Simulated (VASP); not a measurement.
# W (Fm-3m) in VASP: notebook

Runs on W. Level: PBEsol. Tasks: single point.

All numbers are computed with VASP 6.6.1; they aren't measurements. Logs are shortened: lines on timing, memory, paths and dates and some standing lists are left out, and cuts for length are marked.

### Step 1. The cell of the first run

The structure is cubic, space group Fm-3m (No. 225). The conventional cell has a = 3.550 Å, b = 3.550 Å, c = 3.550 Å, α = 90.00°, β = 90.00°, γ = 90.00°. W (site symmetry m-3m) has 12 W at 2.51 Å within 3.3 Å.

### Step 2. Single point, PBEsol (volume scaled by 0.7)

INCAR

```
ALGO = Normal ; EDIFF = 1E-7
ENCUT = 520 ; GGA = PS
ISIF = 2 ; ISMEAR = -1
LASPH = T ; LCHARG = F
LREAL = F ; LWAVE = F
NBANDS = 13 ; NELM = 100
PREC = Accurate ; SIGMA = 0.05
```

KPOINTS

```
k-points
0
Gamma
  18 18 18
```

POSCAR

```
W
1.0
    0.0000000000      1.7750078266      1.7750078266
    1.7750078266      0.0000000000      1.7750078266
    1.7750078266      1.7750078266      0.0000000000
W
1
Direct
    0.0000000000      0.0000000000      0.0000000000
```

Potentials or basis: VASP PAW PBE potentials, release 64 (W_sv).

Launch:

```sh
$ cat potpaw_PBE.64/W_sv/POTCAR > POTCAR
$ mpirun -np 1 vasp_std > vasp.out
```

OUTCAR:

```text
EDIFF = 1E-7
   ENCUT = 520
   GGA = PS
   ISIF = 2
   ISMEAR = -1
   LASPH = T
   LREAL = F
   NELM = 100
   PREC = Accurate

 ion  position               nearest neighbor table
   1  0.000  0.000  0.000-

  LATTYP: Found a face centered cubic cell.
 ALAT       =     3.5500156532

  Lattice vectors:

 A1 = (   0.0000000000,   1.7750078266,   1.7750078266)
 A2 = (   1.7750078266,   0.0000000000,   1.7750078266)
 A3 = (   1.7750078266,   1.7750078266,   0.0000000000)

Analysis of symmetry for initial positions (statically):
=====================================================================
 Subroutine PRICEL returns:
 Original cell was already a primitive cell.

 Routine SETGRP: Setting up the symmetry group for a
 face centered cubic supercell.

 Subroutine GETGRP returns: Found 48 space group operations
 (whereof 48 operations were pure point group operations)
 out of a pool of 48 trial point group operations.

The static configuration has the point symmetry O_h .

Analysis of symmetry for dynamics (positions and initial velocities):
=====================================================================
 Subroutine PRICEL returns:
 Original cell was already a primitive cell.

 Routine SETGRP: Setting up the symmetry group for a
 face centered cubic supercell.

 Subroutine GETGRP returns: Found 48 space group operations
 (whereof 48 operations were pure point group operations)
 out of a pool of 48 trial point group operations.

The dynamic configuration has the point symmetry O_h .

 Subroutine INISYM returns: Found 48 space group operations
 (whereof 48 operations are pure point group operations),
 and found     1 'primitive' translations

----------------------------------------------------------------------------------------

                                     Primitive cell

  volume of cell :      11.1849

  direct lattice vectors                    reciprocal lattice vectors
     0.000000000  1.775007827  1.775007827    -0.281688899  0.281688899  0.281688899
     1.775007827  0.000000000  1.775007827     0.281688899 -0.281688899  0.281688899
     1.775007827  1.775007827  0.000000000     0.281688899  0.281688899 -0.281688899

  length of vectors
     2.510240142  2.510240142  2.510240142     0.487899485  0.487899485  0.487899485

  position of ions in fractional coordinates (direct lattice)
     0.000000000  0.000000000  0.000000000

  ion indices of the primitive-cell ions
   primitive index   ion index
                 1           1

----------------------------------------------------------------------------------------

 KPOINTS: k-points

Automatic generation of k-mesh.
 Grid dimensions read from file:
 generate k-points for:   18   18   18

 Generating k-lattice:

  Cartesian coordinates                     Fractional coordinates (reciprocal lattice)
    -0.015649383  0.015649383  0.015649383     0.055555556  0.000000000  0.000000000
     0.015649383 -0.015649383  0.015649383     0.000000000  0.055555556  0.000000000
     0.015649383  0.015649383 -0.015649383     0.000000000  0.000000000  0.055555556

  Length of vectors
     0.027105527  0.027105527  0.027105527

  Shift w.r.t. Gamma in fractional coordinates (k-lattice)
     0.000000000  0.000000000  0.000000000

 Subroutine IBZKPT returns following result:
 ===========================================

 Found    195 irreducible k-points:

 Following reciprocal coordinates:
            Coordinates               Weight
  0.000000  0.000000  0.000000      1.000000
  0.055556  0.000000  0.000000      8.000000
  0.111111  0.000000  0.000000      8.000000
  0.166667  0.000000  0.000000      8.000000
  0.222222  0.000000  0.000000      8.000000
  0.277778  0.000000  0.000000      8.000000
[... 16 lines left out ...]
 -0.277778  0.055556  0.000000     24.000000
 -0.222222  0.055556  0.000000     24.000000
 [... further k-points ...]
   k-points           NKPTS =    195   k-points in BZ     NKDIM =    195   number of bands    NBANDS=     13
   number of dos      NEDOS =    301   number of ions     NIONS =      1
   total plane-waves  NPLWV =   8000
   dimension x,y,z NGX =    20 NGY =   20 NGZ =   20
   dimension x,y,z NGXF=    40 NGYF=   40 NGZF=   40
   ions per type =               1
   NGX,Y,Z   is equivalent  to a cutoff of  13.25, 13.25, 13.25 a.u.
   NGXF,Y,Z  is equivalent  to a cutoff of  26.49, 26.49, 26.49 a.u.
 SYSTEM =  unknown system
   PREC   = accura    normal or accurate (medium, high low for compatibility)
   ISTART =      0    job   : 0-new  1-cont  2-samecut
   ICHARG =      2    charge: 1-file 2-atom 10-const
   ISPIN  =      1    spin polarized calculation?
   LNONCOLLINEAR =      F non collinear calculations
   LSORBIT =      F    spin-orbit coupling
   LASPH  =      T    aspherical Exc in radial PAW
   ENCUT  =  520.0 eV  38.22 Ry    6.18 a.u.   4.67  4.67  4.67*2*pi/ulx,y,z
   NELM   =    100;   NELMIN=  2; NELMDL= -5     # of ELM steps
   EDIFF  = 0.1E-06   stopping-criterion for ELM
   LREAL  =      F    real-space projection
   EDIFFG = 0.1E-05   stopping-criterion for IOM
   NSW    =      0    number of steps for IOM
   IBRION =     -1    ionic relax: 0-MD 1-quasi-New 2-CG
   NFREE  =      0    steps in history (QN), initial steepest desc. (CG)
   ISIF   =      2    stress and relaxation
   ISYM   =      2    0-nonsym 1-usesym 2-fastsym
   POTIM  = 0.5000    time-step for ionic-motion
   TEBEG  =    0.0;   TEEND  =   0.0 temperature during run
   PSTRESS=    0.0 pullay stress
   NELECT =      14.0000    total number of electrons
   NUPDOWN=      -1.0000    fix difference up-down
   EMIN   =  10.00;   EMAX   =-10.00  energy-range for DOS
   EFERMI =   0.00;   METHOD = LEGACY
   ISMEAR =    -1;   SIGMA  =   0.05  broadening in eV -4-tet -1-fermi 0-gaus
   EFERMI_NEDOS =   21; number of points for ismear=-14 and -15
   IALGO  =     38    algorithm
   IMIX   =      4    mixing-type and parameters
     AMIX     =   0.40;   BMIX     =  1.00
     AMIX_MAG =   1.60;   BMIX_MAG =  1.00
  volume/ion in A,a.u.               =      11.18        75.48
  Fermi-wavevector in a.u.,A,eV,Ry     =   1.764306  3.334055 42.351883  3.112776
  Thomas-Fermi vector in A             =   2.832310
   LORBIT       =      0    0 simple, 1 ext, 2 COOP (PROOUT), +10 PAW based schemes
   GGA     = PS    functional components
   LHFCALC =     F    Hartree Fock is set to
   AEXX    =    0.0000 exact exchange contribution
   IVDW    =     0    specifies the selected vdW correction
   LEPSILON=     F    determine dielectric tensor
   LRPA    =     F    only Hartree local field effects (RPA)
 non-spin polarized calculation
  energy-cutoff  :      520.00
  volume of cell :       11.18
 maximum number of plane-waves:       313
   NGX =  9   NGY =  9   NGZ =  9

 number of electron      14.0000001 magnetization

 Free energy of the ion-electron system (eV)
  ---------------------------------------------------
  ext. energy  EPLUGINS =         0.00000000
  ---------------------------------------------------
  free energy    TOTEN  =       -10.85341596 eV

  energy without entropy =      -10.84844862  energy(sigma->0) =      -10.85093229

 E-fermi :  16.5176     XC(G=0): -15.8297

 val. band max:       16.4557194344   @ k =  -0.3889   0.2222   0.1111
 cond. band min:      16.5281305307   @ k =   0.2222   0.1111   0.0000
 fundamental gap:      0.0724110964
 Fermi energy:        16.5176153895

 k-point     1 :       0.0000    0.0000    0.0000
  band No.  band energies     occupation
      1     -56.9251      2.00000
      2     -19.4651      2.00000
      3     -19.4651      2.00000
      4     -19.4651      2.00000
      5       5.7540      2.00000
      6      15.0639      2.00000
      7      15.0639      2.00000
      8      15.0639      2.00000
      9      20.3426      0.00000
     10      20.3426      0.00000
     11      29.4501      0.00000
     12      36.7919      0.00000
     13      36.7919      0.00000

 k-point     2 :       0.0556    0.0000    0.0000
  band No.  band energies     occupation
      1     -56.9091      2.00000
      2     -19.6010      2.00000
      3     -19.4803      2.00000
      4     -19.4803      2.00000
      5       5.9843      2.00000
      6      14.8865      2.00000
      7      15.1685      2.00000
      8      15.1685      2.00000
      9      20.2111      0.00000
     10      20.2111      0.00000
     11      29.8972      0.00000
     12      36.0092      0.00000
     13      37.2125      0.00000

 k-point     3 :       0.1111    0.0000    0.0000
  band No.  band energies     occupation
      1     -56.8630      2.00000
      2     -19.9823      2.00000
      3     -19.5237      2.00000
      4     -19.5237      2.00000
      5       6.6224      2.00000
      6      14.4657      2.00000
      7      15.4404      2.00000
      8      15.4404      2.00000
      9      19.9129      0.00000
     10      19.9129      0.00000
     11      31.0527      0.00000
     12      34.6420      0.00000
     13      38.4126      0.00000

 k-point     4 :       0.1667    0.0000    0.0000
  band No.  band energies     occupation
      1     -56.7918      2.00000
      2     -20.5403      2.00000
      3     -19.5894      2.00000
      4     -19.5894      2.00000
      5       7.5000      2.00000
      6      14.0746      2.00000
      7      15.7321      2.00000
      8      15.7321      2.00000
      9      19.7115      0.00000
     10      19.7115      0.00000
     11      31.7761      0.00000
     12      34.3652      0.00000
     13      40.2516      0.00000

 k-point     5 :       0.2222    0.0000    0.0000
  band No.  band energies     occupation
      1     -56.7035      2.00000
      2     -21.1875      2.00000
      3     -19.6688      2.00000
      4     -19.6688      2.00000
      5       8.3108      2.00000
      6      14.0753      2.00000
      7      15.8070      2.00000
      8      15.8070      2.00000
      9      19.9450      0.00000
     10      19.9450      0.00000
     11      30.9205      0.00000
     12      36.2967      0.00000
     13      42.5797      0.00000

 k-point     6 :       0.2778    0.0000    0.0000
  band No.  band energies     occupation
      1     -56.6084      2.00000
      2     -21.8383      2.00000
      3     -19.7518      2.00000
      4     -19.7518      2.00000
      5       8.7235      2.00000
      6      14.7804      2.00000
      7      15.5851      2.00000
      8      15.5851      2.00000
      9      20.7400      0.00000
     10      20.7400      0.00000
     11      29.9431      0.00000
     12      38.6131      0.00000
     13      45.2078      0.00000

 k-point     7 :       0.3333    0.0000    0.0000
  band No.  band energies     occupation
      1     -56.5180      2.00000
      2     -22.4197      2.00000
      3     -19.8284      2.00000
      4     -19.8284      2.00000
      5       8.7325      2.00000
      6      15.2280      2.00000
      7      15.2280      2.00000
      8      16.1015      1.99951
      9      21.9125      0.00000
     10      21.9125      0.00000
     11      29.2505      0.00000
     12      39.2367      0.00000
     13      44.6919      0.00000
[... 193 lines left out ...]
 k-point    20 :      -0.4444    0.0556    0.0000
  band No.  band energies     occupation
      1     -56.3776      2.00000
      2     -23.1847      2.00000
      3     -20.0436      2.00000
      4     -19.9447      2.00000
      5       8.6113      2.00000
      6      14.3647      2.00000
      7      14.7742      2.00000
      8      18.7339      0.00000
      9      24.1102      0.00000
     10      25.1333      0.00000
     11      29.7798      0.00000
     12      34.0045      0.00000
     13      39.8404      0.00000

 k-point    21 :      -0.3889    0.0556    0.0000
  band No.  band energies     occupation
      1     -56.4161      2.00000
      2     -22.9617      2.00000
      3     -20.0308      2.00000
      4     -19.8926      2.00000
      5       8.7337      2.00000
      6      14.5896      2.00000
      7      14.9193      2.00000
      8      17.7373      0.00000
      9      22.9393      0.00000
     10      24.5963      0.00000
     11      29.4585      0.00000
     12      35.9490      0.00000
     13      40.9084      0.00000

 k-point    22 :      -0.3333    0.0556    0.0000
  band No.  band energies     occupation
      1     -56.4822      2.00000
      2     -22.5671      2.00000
      3     -19.9887      2.00000
      4     -19.8208      2.00000
      5       8.9018      2.00000
      6      14.9413      2.00000
      7      15.2048      2.00000
      8      16.2901      1.97908
      9      21.5504      0.00000
     10      23.4956      0.00000
     11      29.5767      0.00000
     12      38.3680      0.00000
     13      42.5682      0.00000

 k-point    23 :      -0.2778    0.0556    0.0000
  band No.  band energies     occupation
      1     -56.5674      2.00000
      2     -22.0356      2.00000
      3     -19.9214      2.00000
      4     -19.7372      2.00000
      5       8.9759      2.00000
      6      14.8655      2.00000
      7      15.3724      2.00000
      8      15.5759      2.00000
      9      20.2433      0.00000
     10      22.2344      0.00000
     11      30.1436      0.00000
     12      39.1911      0.00000
     13      43.4675      0.00000

 k-point    24 :      -0.2222    0.0556    0.0000
  band No.  band energies     occupation
      1     -56.6611      2.00000
      2     -21.4180      2.00000
      3     -19.8357      2.00000
      4     -19.6516      2.00000
      5       8.7081      2.00000
      6      13.9663      2.00000
      7      15.7303      2.00000
      8      15.8929      1.99999
      9      19.2785      0.00000
     10      21.1482      0.00000
     11      31.0368      0.00000
     12      37.1455      0.00000
     13      42.2832      0.00000

 [... further k-points ...]
[... 5 lines left out ...]
  --------------------------------------------------------------------------------------
  -------------------------------------------------------------------------------------
  Total       15.2538874     15.2538874     15.2538874     -0.0000000      0.0000000      0.0000000
  in kB     2185.0446003   2185.0446003   2185.0446003     -0.0000000      0.0000000      0.0000000
  external PRESSURE =    2185.0446003 kB  Pullay stress =       0.0000000 kB

 VOLUME and BASIS-vectors are now :
 -----------------------------------------------------------------------------
  energy-cutoff  :      520.00
  volume of cell :       11.18
      direct lattice vectors                 reciprocal lattice vectors
     0.000000000  1.775007827  1.775007827    -0.281688899  0.281688899  0.281688899
     1.775007827  0.000000000  1.775007827     0.281688899 -0.281688899  0.281688899
     1.775007827  1.775007827  0.000000000     0.281688899  0.281688899 -0.281688899

 POSITION                                       TOTAL-FORCE (eV/Angst)
 -----------------------------------------------------------------------------------
      0.00000      0.00000      0.00000         0.000000      0.000000      0.000000
 -----------------------------------------------------------------------------------
    total drift:                                0.000000      0.000000      0.000000

  FREE ENERGIE OF THE ION-ELECTRON SYSTEM (eV)
  ---------------------------------------------------
  free  energy   TOTEN  =       -10.8534159625 eV

  energy  without entropy=      -10.8484486168  energy(sigma->0) =      -10.85093229
```

It took 14 s on 1 thread of Intel Xeon Platinum 8559C (Emerald Rapids), shared host; peak memory 0.14 GiB.

What came out:

```
Free energy            : -10.8534 eV
Pressure               : 218.5 GPa
Band gap on the k mesh : zero (band 7 reaches 23.06 eV, above the bottom of band 8 at 15.06 eV)
```

Caveat: the PAW data sets were made with another functional, which shifts forces and pressure a little; spin-orbit coupling is left out, which moves the levels of the heavy elements.

(Continued in part 2 of 2.)
